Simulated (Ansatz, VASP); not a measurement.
One calculation of GaAs, two programs

```xyz
2
Lattice="0.0000 2.8268 2.8551 2.8268 0.0000 2.8551 2.8268 2.8268 0.0000" Properties=species:S:1:pos:R:3 pbc="T T T"
Ga    0.0000    0.0000    0.0000
As    4.2403    4.2403    4.2827
```

Change from the starting cell: zz strain of +1 %.

Alike in both runs: task single point; functional LDA; k mesh 10 × 10 × 10; occupations fermi-dirac, width 0.08 eV; no spin polarisation.

|  | VASP | Ansatz |
| --- | --- | --- |
| version | VASP 6.6.1 | Ansatz 0.2.0 |
| potentials or method | VASP PAW LDA potentials, release 64 (Ga_d, As), cutoff 520 eV | all-electron LAPW, scalar-relativistic |

```csv
,VASP,Ansatz,Ansatz less VASP
pressure (GPa),-2.2,-2.5,-0.23
"traceless stress, the component that is largest in VASP (GPa)",-0.42,-0.42,-0.002
```

LDA's correlation is that of Perdew and Zunger in VASP and of Perdew and Wang (1992) in Ansatz. Ansatz ran all-electron here, and VASP with PAW potentials.
